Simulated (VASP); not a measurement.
A run of VASP 6.6.1 is set up as follows.

Contents of INCAR:

```
SYSTEM = HfC
PREC     = Accurate       ! precision mode
ENCUT    = 600            ! plane-wave cutoff, eV
EDIFF    = 1E-6           ! SCF threshold, eV
ISMEAR   = -1             ! smearing method
SIGMA    = 0.05           ! smearing width, eV
LREAL    = .False.        ! projectors in reciprocal space
LASPH    = .True.         ! aspherical terms in the spheres
NELM     = 100            ! most SCF steps
ALGO     = Normal         ! electronic algorithm
ISIF     = 3              ! what is computed and relaxed
LWAVE    = .False.        ! write WAVECAR
LCHARG   = .False.        ! write CHGCAR
GGA      = RE             ! functional
IBRION   = 2              ! ionic algorithm
NSW      = 80             ! ionic steps
EDIFFG   = -0.005         ! ionic threshold
```

The input KPOINTS:

```
regular mesh
0
Gamma
  10 10 10
  0 0 0
```

The input POSCAR:

```
HfC
1.0
    0.0000000000      2.3250000000      2.3250000000
    2.3250000000      0.0000000000      2.3250000000
    2.3250000000      2.3250000000      0.0000000000
Hf C
1 1
Direct
    0.5000000000      0.5000000000      0.5000000000
    0.0000000000      0.0000000000      0.0000000000
```

Potentials or basis: VASP PAW PBE potentials, release 64 (Hf_pv, C).

The run is started by

```console
$ cat potpaw_PBE.64/Hf_pv/POTCAR potpaw_PBE.64/C/POTCAR > POTCAR
$ mpirun -np 1 vasp_std > vasp.out
```

Problem. Estimate the space group after relaxing (to 0.05 Å).

Solution. Fm-3m (No. 225).

Problem. Predict the band gap on the k mesh.

Solution. Zero (band 7 reaches 6.95 eV, above the bottom of band 8 at 5.55 eV).

Problem. What does it give for the relaxed cell?

Solution. a = 3.299 Å, b = 3.299 Å, c = 3.299 Å, α = 60.00°, β = 60.00°, γ = 60.00°.

The path:
```tsv
step	energy change (eV)	largest force (eV/Å)	pressure (GPa)	volume (Å³)
1	0.0000	0.0000	2.38	25.14
2	0.0033	0.0000	-3.78	25.82
3	-0.0019	0.0000	0.01	25.39
```

Caveat: the PAW data sets were made with another functional, which shifts forces and pressure a little; spin-orbit coupling is left out, which moves the levels of the heavy elements. revPBE gives volumes clearly too large for solids.
